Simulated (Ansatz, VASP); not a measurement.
## One calculation of Sn2Se, two programs

Contents of INCAR:

```
ALGO     = Normal         # electronic algorithm
EDIFF    = 1E-6           # SCF threshold, eV
ENCUT    = 520            # plane-wave cutoff, eV
GGA      = PE             # functional
ISIF     = 2              # what is computed and relaxed
ISMEAR   = 0              # smearing method
LASPH    = True           # aspherical terms in the spheres
LCHARG   = False          # write CHGCAR
LREAL    = False          # projectors in reciprocal space
LWAVE    = False          # write WAVECAR
NBANDS   = 24             # bands
NELM     = 60             # most SCF steps
PREC     = Accurate       # precision mode
SIGMA    = 0.1            # smearing width, eV
```

Contents of KPOINTS:

```
k-points
0
Gamma
  4 4 4
```

Contents of POSCAR:

```
Sn2Se
1.0
    0.0000000000      3.6056607200      3.6056607200
    3.6056607200      0.0000000000      3.6056607200
    3.6056607200      3.6056607200      0.0000000000
Sn Se
2 1
Direct
    0.2500000000      0.2500000000      0.2500000000
    0.7500000000      0.7500000000      0.7500000000
    0.5000000000      0.5000000000      0.5000000000
```

Input for Ansatz:

```yaml
crystal:
  lattice:
    - [0.0, 3.60566072, 3.60566072]
    - [3.60566072, 0.0, 3.60566072]
    - [3.60566072, 3.60566072, 0.0]
  atoms:
    - { symbol: Sn, position: [0.25, 0.25, 0.25] }
    - { symbol: Sn, position: [0.75, 0.75, 0.75] }
    - { symbol: Se, position: [0.5, 0.5, 0.5] }
basis:
  ecutwfc: 420
kpoints:
  mp_grid: { grid: [4, 4, 4] }
hamiltonian:
  xc: pbe
scf:
  occupations: { method: gaussian, width: 0.1 }
  lower_state_search: "off"
output:
  forces: true
  stress: true
  eigenvalues: true
```

Alike in both runs: task single point; functional PBE; k mesh 4 × 4 × 4; occupations gaussian, width 0.1 eV; no spin polarisation.

```csv
,VASP,Ansatz
version,VASP 6.6.1,Ansatz 0.2.0
potentials or method,"VASP PAW PBE potentials, release 64 (Sn_d, Se), cutoff 520 eV","scalar-relativistic, plane waves, PAW"
valence electrons in the cell,34,44
```

|  | VASP | Ansatz | Ansatz less VASP |
| --- | --- | --- | --- |
| gap on the k mesh at the Fermi level (eV) | none | none | - |
| pressure (GPa) | -0.6 | -0.6 | +0.02 |

A gap of «none» marks a metal or a gap that the smearing closes. The functional is the same, so the differences come from potentials, cutoffs and numerics. VASP's potentials hold 34 valence electrons a cell and Ansatz's 44, so a difference there can come from the potentials and not from the codes.

The k mesh is coarse, so the values compare programs but aren't converged.
